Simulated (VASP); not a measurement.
Input of a VASP 6.6.1 run:

The input INCAR:

```
PREC = Accurate
ENCUT = 520
EDIFF = 1E-7
ISMEAR = -1
SIGMA = 0.05
LREAL = False
LASPH = True
NELM = 60
ALGO = Normal
ISIF = 2
LWAVE = False
LCHARG = False
GGA = PE
NBANDS = 16
```

Contents of KPOINTS:

```
Automatic mesh
0
Gamma
  8 8 6
```

POSCAR

```
Na2Sb
1.0
    3.3296838525      0.0000000000      0.0000000000
    0.0000000000      3.3296838525      0.0000000000
    0.0000000000      0.0000000000      4.7031087689
Na Sb
2 1
Direct
    0.5000000000      0.0000000000      0.5000000000
    0.0000000000      0.5000000000      0.5000000000
    0.0000000000      0.0000000000      0.0000000000
```

Potentials or basis: VASP PAW PBE potentials, release 64 (Na_pv, Sb).

Run with:

```console
$ cat potpaw_PBE.64/Na_pv/POTCAR potpaw_PBE.64/Sb/POTCAR > POTCAR
$ mpirun -np 1 vasp_std > vasp.out
```

**Question.** Predict the pressure.

**Answer.** 30.7 GPa.

Stress tensor (GPa, compression positive):
```
34.42  0.00  0.00
 0.00 34.42  0.00
 0.00  0.00 23.16
```
